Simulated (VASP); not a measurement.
A run of VASP 6.6.1 is set up as follows.

The input INCAR:

```
  PREC = Accurate
  ENCUT = 520
  EDIFF = 1E-7
  ISMEAR = 0
  SIGMA = 0.1
  LREAL = False
  LASPH = True
  NELM = 80
  ALGO = Normal
  ISIF = 2
  LWAVE = False
  LCHARG = True
  GGA = PE
  LELF = True
  LVHAR = True
  NBANDS = 12
```

KPOINTS

```
regular mesh
0
Gamma
  18 18 18
```

The input POSCAR:

```
Au
1.0
    0.0000000000      2.0790388756      2.0790388756
    2.0790388756      0.0000000000      2.0790388756
    2.0790388756      2.0790388756      0.0000000000
Au
1
Direct
    0.0000000000      0.0000000000      0.0000000000
```

Potentials or basis: VASP PAW PBE potentials, release 64 (Au).

Command:

```sh
$ cat potpaw_PBE.64/Au/POTCAR > POTCAR
$ mpirun -np 1 vasp_std > vasp.out
```

(1) Estimate the pressure.

Results:

(1) -0.3 GPa.
